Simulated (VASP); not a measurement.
# Cd: single point with PBE

Crystal: Cd.

```xyz
4
Lattice="3.0295 0.0000 0.0000 -1.5147 2.6236 0.0000 0.0000 0.0000 11.5743" Properties=species:S:1:pos:R:3 pbc="T T T"
Cd    0.0000    0.0000    0.0000
Cd    0.0000    1.7491    2.8936
Cd    0.0000    0.0000    5.7872
Cd    1.5147    0.8745    8.6808
```

- Program: VASP 6.6.1
- Task: single point
- Functional: PBE
- Potentials or basis: VASP PAW PBE potentials, release 64 (Cd)
- Cutoff: 520 eV
- k mesh: 18 × 18 × 4
- Occupations: gaussian, width 0.1 eV
- Spin: no spin polarisation

* Pressure: 0.3 GPa
* Band gap on the k mesh: zero (bands 24 and 25 overlap by 4.40 eV)

Stress tensor (GPa, compression positive):
```
0.32 0.00 0.00
0.00 0.32 0.00
0.00 0.00 0.12
```

Levels at points of the mesh, in eV from the Fermi level:
```
           k point  band 20  band 21  band 22  band 23  band 24  band 25  band 26  band 27  band 28  band 29
(0.00, 0.00, 0.00)    -8.47    -8.47    -7.10    -7.10    -3.24    -2.84     3.31     3.31     9.82    13.91
(0.50, 0.00, 0.00)    -8.21    -2.13    -1.93    -1.36    -1.27    -0.18    -0.17     2.00     2.52     3.35
(0.00, 0.00, 0.50)    -8.50    -8.14    -8.14    -5.39    -5.39    -0.11    -0.11     7.07     7.07    14.32
(0.50, 0.00, 0.50)    -8.21    -1.95    -1.95    -1.57    -1.57     0.44     0.44     1.27     1.27     5.07
```

It took 3 min on 1 thread of AMD EPYC 9R45 96-Core Processor (Zen 5) (shared host), peak memory 0.35 GiB.
